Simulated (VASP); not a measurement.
A run of VASP 6.6.1 is set up as follows.

POSCAR

```
HfIn4SiO6
1.0
    2.3817446233     -7.9631735113     -0.0202504130
    2.3817446233      7.9631735113     -0.0202504130
   -1.0220821279      0.0000000000      4.6582820627
Hf In Si O
1 4 1 6
Direct
    0.0000000000      0.0000000000      0.0000000000
    0.6629440115      0.3370559885      0.0000000000
    0.1618444562      0.8381555438      0.5000000000
    0.3370559885      0.6629440115      0.0000000000
    0.8381555438      0.1618444562      0.5000000000
    0.5000000000      0.5000000000      0.5000000000
    0.7301233983      0.7301233983      0.2703678252
    0.2698766017      0.2698766017      0.7296321748
    0.1954263809      0.3588674694      0.2772726239
    0.6411325306      0.8045736191      0.7227273761
    0.8045736191      0.6411325306      0.7227273761
    0.3588674694      0.1954263809      0.2772726239
```

INCAR.step1

```
  PREC = Accurate
  ENCUT = 520
  ISMEAR = -1
  SIGMA = 0.05
  LREAL = False
  LASPH = True
  NELM = 100
  NBANDS = 63
  GGA = PE
  ALGO = Normal
  EDIFF = 1E-4
  LWAVE = True
  LCHARG = False
```

File INCAR.step2:

```
  PREC = Accurate
  ENCUT = 520
  EDIFF = 1E-7
  ISMEAR = -1
  SIGMA = 0.05
  LREAL = False
  LASPH = True
  NELM = 100
  ALGO = Normal
  ISIF = 2
  LWAVE = False
  LCHARG = False
  METAGGA = R2SCAN
  LMIXTAU = True
  LUSE_VDW = True
  IVDW_NL = 2
  BPARAM = 11.95
  CPARAM = 0.0093
  NBANDS = 63
  ISTART = 1
```

File KPOINTS:

```
regular mesh
0
Gamma
  4 4 4
```

Potentials or basis: VASP PAW PBE potentials, release 64 (Hf_pv, In_d, Si, O).

Command:

```console
$ cat potpaw_PBE.64/Hf_pv/POTCAR potpaw_PBE.64/In_d/POTCAR potpaw_PBE.64/Si/POTCAR potpaw_PBE.64/O/POTCAR > POTCAR
$ cp INCAR.step1 INCAR
$ mpirun -np 1 vasp_std > vasp.out
$ cp INCAR.step2 INCAR
$ mpirun -np 1 vasp_std > vasp.out
```

(1) What does it give for the band gap on the k mesh?

(2) Estimate the pressure.

(3) Predict the largest force.

## Answers

(1) 0.71 eV.

(2) -0.3 GPa.

(3) 0.235 eV/Å.

Caveat: the PAW data sets were made with another functional, which shifts forces and pressure a little; spin-orbit coupling is left out, which moves the levels of the heavy elements.
